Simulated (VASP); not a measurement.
Wanted: the native input for a VASP 6.6.1 run.

- Task: single point
- Functional: PBE
- Potentials or basis: VASP PAW PBE potentials, release 64 (Li_sv, Cl)
- Cutoff: 520 eV
- k mesh: 8 × 8 × 8
- Occupations: gaussian, width 0.05 eV
- Spin: no spin polarisation
- Dipole correction: no
- Further INCAR settings: ALGO = Normal; EDIFF = 1e-06; NBANDS = 12

The structure of LiCl lies in POSCAR:

```
LiCl
1.0
    0.0000000000      2.6929980000      2.6929980000
    2.6929980000      0.0000000000      2.6929980000
    2.6929980000      2.6929980000      0.0000000000
Li Cl
1 1
Direct
    0.0000000000      0.0000000000      0.0000000000
    0.5000000000      0.5000000000      0.5000000000
```

This cell differs from its parent crystal: strain +0.050 along x and y, +0.050 along z.

One way to write it, as run:

INCAR

```
SYSTEM = LiCl
PREC     = Accurate       ! precision mode
ENCUT    = 520            ! plane-wave cutoff, eV
EDIFF    = 1E-6           ! SCF threshold, eV
ISMEAR   = 0              ! smearing method
SIGMA    = 0.05           ! smearing width, eV
LREAL    = .FALSE.        ! projectors in reciprocal space
LASPH    = .TRUE.         ! aspherical terms in the spheres
NELM     = 80             ! most SCF steps
ALGO     = Normal         ! electronic algorithm
ISIF     = 2              ! what is computed and relaxed
LWAVE    = .FALSE.        ! write WAVECAR
LCHARG   = .FALSE.        ! write CHGCAR
GGA      = PE             ! functional
NBANDS   = 12             ! bands
```

KPOINTS

```
Automatic mesh
0
G
  8 8 8
  0 0 0
```

Potentials or basis: VASP PAW PBE potentials, release 64 (Li_sv, Cl).

Launch:

```bash
$ cat potpaw_PBE.64/Li_sv/POTCAR potpaw_PBE.64/Cl/POTCAR > POTCAR
$ mpirun -np 1 vasp_std > vasp.out
```

Results of the run:

```
Band gap on the k mesh : 5.59 eV
```

Caveat: the cell differs from its parent crystal (strain +0.050 along x and y, +0.050 along z).

Wall time 19 s on 1 thread of Intel(R) Xeon(R) Platinum 8259CL CPU @ 2.50GHz (Skylake/Cascade Lake), on a shared host, peak memory 0.15 GiB.
